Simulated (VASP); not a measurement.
A run of VASP 6.6.1:

INCAR

```
SYSTEM = WS
ALGO = Normal
EDIFF = 1E-6
ENCUT = 520
GGA = PE
ISIF = 2
ISMEAR = 0
ISPIN = 2
LASPH = .True.
LCHARG = .False.
LDAU = .True.
LDAUJ = 0 0
LDAUL = 2 -1
LDAUPRINT = 1
LDAUTYPE = 2
LDAUU = 6.2 0
LMAXMIX = 4
LORBIT = 11
LREAL = .False.
LWAVE = .False.
MAGMOM = 2.5 0
NBANDS = 21
NELM = 150
PREC = Accurate
SIGMA = 0.1
```

KPOINTS

```
k-points
0
Gamma
  14 14 14
  0 0 0
```

The input POSCAR:

```
WS
1.0
    0.0000000000      2.7419823685      2.7419823685
    2.7419823685      0.0000000000      2.7419823685
    2.7419823685      2.7419823685      0.0000000000
W S
1 1
Direct
    0.0000000000      0.0000000000      0.0000000000
    0.5000000000      0.5000000000      0.5000000000
```

Potentials or basis: VASP PAW PBE potentials, release 64 (W_sv, S).

Run with:

```bash
$ cat potpaw_PBE.64/W_sv/POTCAR potpaw_PBE.64/S/POTCAR > POTCAR
$ mpirun -np 1 vasp_std > vasp.out
```

Hardware: 1 thread of Intel Xeon 8259CL (shared host).

Estimate the wall time of this run.

Wall time 6.1 min on 1 thread of Intel Xeon 8259CL (shared host), peak memory 0.29 GiB. Counts: scf iterations 16, k points 104.
